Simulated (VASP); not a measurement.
A run of VASP 6.6.1 is set up as follows.

INCAR

```
PREC = Accurate
ENCUT = 520
EDIFF = 1E-6
ISMEAR = 0
SIGMA = 0.1
LREAL = F
LASPH = T
NELM = 60
ALGO = Normal
ISIF = 2
LWAVE = F
LCHARG = F
GGA = PS
NBANDS = 11
```

File KPOINTS:

```
regular mesh
0
Gamma
  12 12 12
```

Contents of POSCAR:

```
Ca
1.0
    3.3701117976      0.0000000000      0.0000000000
    0.0000000000      3.3701117976      0.0000000000
    0.0000000000      0.0000000000      3.3701117976
Ca
1
Direct
    0.0000000000      0.0000000000      0.0000000000
```

Potentials or basis: VASP PAW PBE potentials, release 64 (Ca_sv).

Command:

```console
$ cat potpaw_PBE.64/Ca_sv/POTCAR > POTCAR
$ mpirun -np 1 vasp_std > vasp.out
```

(1) Estimate the band gap on the k mesh.

(2) Predict the pressure.

Answers

(1) zero (bands 5 and 6 overlap by 1.05 eV).

(2) 0.9 GPa.

Caveat: the cell differs from its parent crystal (strained); the PAW data sets were made with another functional, which shifts forces and pressure a little.
